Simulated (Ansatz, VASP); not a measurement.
One calculation of NbSi2, two programs

```
Nb Si
1.0
     4.74488    0.00000    0.00000
    -2.37244    4.10919    0.00000
     0.00000    0.00000    6.53606
Nb Si
3 6
Direct
  0.50000 0.00000 0.50000
  0.50000 0.50000 0.83333
  0.00000 0.50000 0.16667
  0.15982 0.31963 0.50000
  0.84018 0.15982 0.83333
  0.68037 0.84018 0.16667
  0.84018 0.68037 0.50000
  0.15982 0.84018 0.83333
  0.31963 0.15982 0.16667
```

Alike in both runs: functional LDA; k mesh 8 × 8 × 5; occupations fermi-dirac, width 0.1 eV; no spin polarisation.

Ansatz relaxed the structure, and its values are those at the end. VASP's run is a single point on that final structure, the one shown.

|  | VASP | Ansatz |
| --- | --- | --- |
| version | VASP 6.6.1 | Ansatz 0.2.0 |
| potentials or method | VASP PAW LDA potentials, release 64 (Nb_sv, Si), cutoff 520 eV | PAW plane waves |
| valence electrons in the cell | 63 | 63 |

|  | VASP | Ansatz | Ansatz less VASP |
| --- | --- | --- | --- |
| gap on the k mesh at the Fermi level (eV) | none | none | - |
| pressure (GPa) | 0.0 | 0.0 | -0.02 |

Ansatz warns that its potentials were made for another functional, while VASP's fit it. LDA's correlation is that of Perdew and Zunger in VASP and of Perdew and Wang (1992) in Ansatz. A gap of «none» marks a metal or a gap that the smearing closes.
